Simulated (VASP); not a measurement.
Wanted: the native input for a VASP 6.6.1 run.

* Task: single point
* Functional: PBE
* Potentials or basis: VASP PAW PBE potentials, release 64 (C)
* Cutoff: 520 eV
* k mesh: 6 × 6 × 6
* Occupations: gaussian, width 0.1 eV
* Spin: no spin polarisation
* Dipole correction: no
* Further INCAR settings: ALGO = Normal; EDIFF = 1e-07; NBANDS = 16

The structure of C lies in POSCAR:

```
C
1.0
    3.2084004900      0.0000000000      0.0000000000
   -1.6042002400      2.7785563300      0.0000000000
    0.0000000000      0.0000000000      2.8652681600
C
4
Direct
    0.5000000000      0.0000000000      0.2534999100
    0.0000000000      0.5000000000      0.2534999100
    0.5000000000      0.5000000000      0.2534999100
    0.0000000000      0.0000000000      0.5864691200
```

The cell was generated, and may not be a known phase.

These files were run (other wordings do the same):

INCAR

```
PREC = Accurate ; ENCUT = 520
EDIFF = 1E-7 ; ISMEAR = 0
SIGMA = 0.1 ; LREAL = F
LASPH = T ; NELM = 100
ALGO = Normal ; ISIF = 2
LWAVE = F ; LCHARG = F
GGA = PE ; NBANDS = 16
```

KPOINTS

```
Automatic mesh
0
Gamma
  6 6 6
```

Potentials or basis: VASP PAW PBE potentials, release 64 (C).

Run with:

```sh
$ cat potpaw_PBE.64/C/POTCAR > POTCAR
$ mpirun -np 1 vasp_std > vasp.out
```

Results of the run:

```
Pressure               : 33.8 GPa
Largest force          : 1.219 eV/Å
Band gap on the k mesh : zero (bands 8 and 9 overlap by 1.18 eV)
```

Caveat: the k points lie up to 0.38 Å⁻¹ apart, too coarse for converged energies and pressures of a metal; forces of over 1 eV/Å act on the atoms, so gaps and moduli don't describe the material at rest.

Run time: 9.7 s on 1 thread of Intel Xeon 8259CL, with other jobs on the host, peak memory 0.13 GiB.
